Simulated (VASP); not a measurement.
Si, 4 atoms in the cell. The structure is hexagonal, space group P6_3/mmc (No. 194). Conventional cell: a = 3.755 Å, b = 3.755 Å, c = 6.385 Å, α = 90.00°, β = 90.00°, γ = 120.00°. Within 3.1 Å of Si (site symmetry 3m) lie 4 Si at 2.32 to 2.36 Å.  This cell differs from its parent crystal: epitaxial xy strain -2.0%.

```yaml
Program: VASP 6.6.1
Task: single point
Functional: PBE
Potentials_or_basis: VASP PAW PBE potentials, release 64 (Si)
Cutoff: 520 eV
k_mesh: 6 × 6 × 2
Occupations: gaussian, width 0.01 eV
Spin: no spin polarisation
Dipole_correction: no
Further_INCAR_settings: ALGO = Normal; EDIFF = 1e-06; NBANDS = 16
```

Potentials or basis: VASP PAW PBE potentials, release 64 (Si).

Command:

```sh
$ cat potpaw_PBE.64/Si/POTCAR > POTCAR
$ mpirun -np 1 vasp_std > vasp.out
```

Hardware: 1 thread of Intel(R) Xeon(R) Platinum 8259CL CPU @ 2.50GHz (Skylake/Cascade Lake) (shared host).

Estimate the wall time of this run.

It took 20 s on 1 thread of Intel(R) Xeon(R) Platinum 8259CL CPU @ 2.50GHz (Skylake/Cascade Lake), with other jobs on the host, peak memory 0.18 GiB. Counts: scf iterations 13, k points 14.
